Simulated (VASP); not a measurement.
Wanted: the native input for a VASP 6.6.1 run.

```
Task                   : single point
Functional             : PBEsol
Potentials or basis    : VASP PAW PBE potentials, release 64 (Zn)
Cutoff                 : 520 eV
k mesh                 : 6 × 6 × 4
Occupations            : gaussian, width 0.1 eV
Spin                   : no spin polarisation
Dipole correction      : no
Further INCAR settings : ALGO = Normal; EDIFF = 1e-06; NBANDS = 19
```

The structure of Zn lies in POSCAR:

```
Zn
1.0
    2.6700000000      0.0000000000      0.0000000000
   -1.3350000000      2.3122878281      0.0000000000
    0.0000000000      0.0000000000      4.9660000000
Zn
2
Direct
    0.3333333333      0.6666666667      0.2500000000
    0.6666666667      0.3333333333      0.7500000000
```

One way to write it, as run:

INCAR

```
ALGO     = Normal         # electronic algorithm
EDIFF    = 1E-6           # SCF threshold, eV
ENCUT    = 520            # plane-wave cutoff, eV
GGA      = PS             # functional
ISIF     = 2              # what is computed and relaxed
ISMEAR   = 0              # smearing method
LASPH    = True           # aspherical terms in the spheres
LCHARG   = True           # write CHGCAR
LELF     = True           # ELF
LREAL    = False          # projectors in reciprocal space
LVHAR    = True         
LWAVE    = False          # write WAVECAR
NBANDS   = 19             # bands
NELM     = 80             # most SCF steps
PREC     = Accurate       # precision mode
SIGMA    = 0.1            # smearing width, eV
```

KPOINTS

```
k-points
0
Gamma
  6 6 4
```

Potentials or basis: VASP PAW PBE potentials, release 64 (Zn).

Run with:

```console
$ cat potpaw_PBE.64/Zn/POTCAR > POTCAR
$ mpirun -np 1 vasp_std > vasp.out
```

Results of the run:

```json
{
 "Pressure": "-4.0 GPa",
 "Band gap on the k mesh": "zero (band 12 reaches 3.83 eV, above the bottom of band 13 at -0.17 eV)"
}
```

Caveat: the k points lie up to 0.45 Å⁻¹ apart; the PAW data sets were made with another functional, which shifts forces and pressure a little.

Wall time 5.8 s on 1 thread of Intel(R) Xeon(R) 6975P-C (Granite Rapids), with other jobs on the host, peak memory 0.14 GiB.
